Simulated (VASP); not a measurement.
Set up this calculation in VASP 6.6.1, as the native input.

```
Task                               : single point
Functional                         : HSE06
Potentials or basis                : VASP PAW PBE potentials, release 64 (Na_pv, I)
Cutoff                             : 520 eV
k mesh                             : 4 × 4 × 4
Occupations                        : gaussian, width 0.01 eV
Spin                               : no spin polarisation
Dipole correction                  : no
Grid for exact exchange (PRECFOCK) : Normal
Further INCAR settings             : ALGO = Normal; EDIFF = 1e-06; NBANDS = 14
Share of exact exchange            : 0.25
Screening parameter                : 0.2079 1/Å
```

NaI:

```
CELL_PARAMETERS angstrom
4.03474 -0.06560 -0.06560
-0.06560 4.03474 -0.06560
-0.06560 -0.06560 4.03474
ATOMIC_POSITIONS crystal
Na 0.00000 0.00000 0.00000
I 0.50000 0.50000 0.50000
```

This cell differs from its parent crystal: epitaxial 111 strain +1.5%.

The input as run:

POSCAR

```
NaI
1.0
    4.0347362004     -0.0656002985     -0.0656002985
   -0.0656002985      4.0347362004     -0.0656002985
   -0.0656002985     -0.0656002985      4.0347362004
Na I
1 1
Direct
    0.0000000000      0.0000000000      0.0000000000
    0.5000000000      0.5000000000      0.5000000000
```

INCAR.step1

```
SYSTEM = NaI
PREC = Accurate
ENCUT = 520
EDIFF = 1E-5
ISMEAR = 0
SIGMA = 0.01
LREAL = .FALSE.
LASPH = .TRUE.
NELM = 100
ALGO = Normal
ISIF = 2
LWAVE = .TRUE.
LCHARG = .FALSE.
NBANDS = 14
GGA = PE
```

INCAR.step2

```
SYSTEM = NaI
PREC = Accurate
ENCUT = 520
EDIFF = 1E-6
ISMEAR = 0
SIGMA = 0.01
LREAL = .FALSE.
LASPH = .TRUE.
NELM = 100
ALGO = Normal
ISIF = 2
LWAVE = .FALSE.
LCHARG = .FALSE.
GGA = PE
LHFCALC = .TRUE.
HFSCREEN = 0.2079
PRECFOCK = Normal
NBANDS = 14
ISTART = 1
```

KPOINTS

```
Automatic mesh
0
G
  4 4 4
  0 0 0
```

Potentials or basis: VASP PAW PBE potentials, release 64 (Na_pv, I).

The run is started by

```sh
$ cat potpaw_PBE.64/Na_pv/POTCAR potpaw_PBE.64/I/POTCAR > POTCAR
$ cp INCAR.step1 INCAR
$ mpirun -np 1 vasp_std > vasp.out
$ cp INCAR.step2 INCAR
$ mpirun -np 1 vasp_std > vasp.out
```

It gave:

```yaml
Pressure: 0.3 GPa
Band_gap_on_the_k_mesh: 3.25 eV (least direct gap 3.69 eV)
```

Caveat: the cell differs from its parent crystal (epitaxial 111 strain +1.5%); the structure was generated, so it needn't be the stable form of NaI; the PAW data sets were made with another functional, which shifts forces and pressure a little; spin-orbit coupling is left out, which moves the levels of the heavy elements.

Run time: 11 min on 1 thread of Oxide Virtual Turin-like Processor (shared host), peak memory 0.25 GiB.
